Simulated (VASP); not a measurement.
Input of a VASP 6.6.1 run:

Contents of INCAR:

```
SYSTEM = Cu
ALGO = Normal ; EDIFF = 1E-6
ENCUT = 520 ; GGA = PE
ISIF = 2 ; ISMEAR = 0
LASPH = .TRUE. ; LCHARG = .FALSE.
LREAL = .FALSE. ; LWAVE = .FALSE.
NBANDS = 12 ; NELM = 60
PREC = Accurate ; SIGMA = 0.15
```

The input KPOINTS:

```
k-points
0
G
  22 22 22
  0 0 0
```

POSCAR

```
Cu
1.0
   -1.5223500000      1.5223500000      1.3819816190
    1.5223500000     -1.5223500000      1.3819816190
    1.5223500000      1.5223500000     -1.3819816190
Cu
1
Direct
    0.0000000000      0.0000000000      0.0000000000
```

Potentials or basis: VASP PAW PBE potentials, release 64 (Cu).

Launch:

```sh
$ cat potpaw_PBE.64/Cu/POTCAR > POTCAR
$ mpirun -np 1 vasp_std > vasp.out
```

Question: What does it give for the pressure?

Answer: -6.8 GPa.

Stress tensor (GPa, compression positive):
```
-6.94  0.00  0.00
 0.00 -6.94  0.00
 0.00  0.00 -6.60
```
